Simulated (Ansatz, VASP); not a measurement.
**KI: VASP beside Ansatz**

The input POSCAR:

```
KI
1.0
    4.3306322559     -0.0727373920     -0.0727373920
   -0.0727373920      4.3306322559     -0.0727373920
   -0.0727373920     -0.0727373920      4.3306322559
K I
1 1
Direct
    0.0000000000      0.0000000000      0.0000000000
    0.5000000000      0.5000000000      0.5000000000
```

The input INCAR.step1:

```
PREC = Accurate
ENCUT = 520
ISMEAR = 0
SIGMA = 0.01
LREAL = False
LASPH = True
NELM = 80
NBANDS = 15
GGA = PE
ALGO = Normal
EDIFF = 1E-4
LWAVE = True
LCHARG = False
```

File INCAR.step2:

```
PREC = Accurate
ENCUT = 520
EDIFF = 1E-6
ISMEAR = 0
SIGMA = 0.01
LREAL = False
LASPH = True
NELM = 80
ALGO = Normal
ISIF = 2
LWAVE = False
LCHARG = False
METAGGA = R2SCAN
LMIXTAU = True
NBANDS = 15
ISTART = 1
```

File KPOINTS:

```
regular mesh
0
Gamma
  6 6 6
```

Input for Ansatz:

```yaml
crystal:
  lattice:
    - [4.3306322559, -0.072737392, -0.072737392]
    - [-0.072737392, 4.3306322559, -0.072737392]
    - [-0.072737392, -0.072737392, 4.3306322559]
  atoms:
    - { symbol: K, position: [0.0, 0.0, 0.0] }
    - { symbol: I, position: [0.5, 0.5, 0.5] }
kpoints:
  mp_grid: { grid: [6, 6, 6] }
  band_path:
    path: [[0.0, 0.0, 0.0], [0.0, 0.5, 0.0], [0.5, 0.5, 0.0], [0.5, 0.5, 0.5]]
    npoints: 1
hamiltonian:
  xc: r2scan
scf:
  occupations: { method: fixed }
  n_extra_bands: 4
output:
  forces: true
  stress: true
  eigenvalues: true
```

Change from the starting cell: epitaxial_111 strain +2.6%.

Alike in both runs: task single point; functional r2SCAN; k mesh 6 × 6 × 6; no spin polarisation.

|  | VASP | Ansatz |
| --- | --- | --- |
| version | VASP 6.6.1 | Ansatz 0.2.0 |
| potentials or method | VASP PAW PBE potentials, release 64 (K_sv, I) | plane waves, PAW |
| plane-wave cutoff (eV) | 520 | 500 |
| occupations | gaussian, width 0.01 eV | fixed |
| valence electrons in the cell | 16 | 26 |

```csv
,VASP,Ansatz,Ansatz less VASP
gap on the k mesh at the Fermi level (eV),3.97,3.98,+0.001
pressure (GPa),-0.3,-0.3,+0.01
"traceless stress, the component that is largest in VASP (GPa)",0.15,0.15,-0.003
```

VASP's potentials were made for PBE, not for r2SCAN. VASP's potentials hold 16 valence electrons a cell and Ansatz's 26, so a difference there can come from the potentials and not from the codes.

Neither program's run includes spin-orbit coupling.
